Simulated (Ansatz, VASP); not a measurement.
# Two plane-wave programs on WSe2

INCAR

```
SYSTEM = WSe2
  PREC = Accurate
  ENCUT = 520
  EDIFF = 1E-6
  ISMEAR = 0
  SIGMA = 0.05
  LREAL = .False.
  LASPH = .True.
  NELM = 80
  ALGO = Normal
  ISIF = 2
  LWAVE = .False.
  LCHARG = .True.
  GGA = PE
  IVDW = 12
  LELF = .True.
  LVHAR = .True.
  NBANDS = 35
```

KPOINTS

```
regular mesh
0
Gamma
  12 12 2
  0 0 0
```

POSCAR

```
WSe2
1.0
    3.3282129738      0.0000000000      0.0000000000
   -1.6641064869      2.8823169845      0.0000000000
    0.0000000000      0.0000000000     13.1722696866
W Se
2 4
Direct
    0.3333333333      0.6666666667      0.2500000000
    0.6666666667      0.3333333333      0.7500000000
    0.3333333333      0.6666666667      0.6182912225
    0.6666666667      0.3333333333      0.1182912225
    0.3333333333      0.6666666667      0.8817087775
    0.6666666667      0.3333333333      0.3817087775
```

Input for Ansatz:

```yaml
crystal:
  lattice:
    - [3.3282129738, 0.0, 0.0]
    - [-1.6641064869, 2.8823169845, 0.0]
    - [0.0, 0.0, 13.1722696866]
  atoms:
    - { symbol: W, position: [0.3333333333, 0.6666666667, 0.25] }
    - { symbol: W, position: [0.6666666667, 0.3333333333, 0.75] }
    - { symbol: Se, position: [0.3333333333, 0.6666666667, 0.6182912225] }
    - { symbol: Se, position: [0.6666666667, 0.3333333333, 0.1182912225] }
    - { symbol: Se, position: [0.3333333333, 0.6666666667, 0.8817087775] }
    - { symbol: Se, position: [0.6666666667, 0.3333333333, 0.3817087775] }
basis:
  ecutwfc: 420
kpoints:
  mp_grid: { grid: [12, 12, 2] }
hamiltonian:
  xc: pbe
  dispersion: d3bj
scf:
  occupations: { method: gaussian, width: 0.05 }
output:
  forces: true
  stress: true
  eigenvalues: true
```

Change from the starting cell: strain +0.015 along x and y, +0.030 along z, atoms carried along.

Alike in both runs: task single point; functional PBE; dispersion D3(BJ); k mesh 12 × 12 × 2; occupations gaussian, width 0.05 eV; no spin polarisation.

```csv
,VASP,Ansatz
version,VASP 6.6.1,Ansatz 0.2.0
potentials or method,"VASP PAW PBE potentials, release 64 (W_sv, Se), cutoff 520 eV","scalar-relativistic, plane waves, PAW"
valence electrons in the cell,52,92
```

```csv
,VASP,Ansatz,Ansatz less VASP
gap on the k mesh at the Fermi level (eV),0.96,0.97,+0.004
least direct gap on the mesh (eV),1.52,1.52,+0.003
pressure (GPa),-7.4,-7.7,-0.23
"traceless stress, the component that is largest in VASP (GPa)",-2.31,-2.38,-0.069
rms of the force components (eV/Å),0.468,0.485,+0.0171
```

Atom by atom the forces differ by 0.017 eV/Å (rms over components). VASP's potentials hold 52 valence electrons a cell and Ansatz's 92, so a difference there can come from the potentials and not from the codes.

Neither program's run includes spin-orbit coupling.
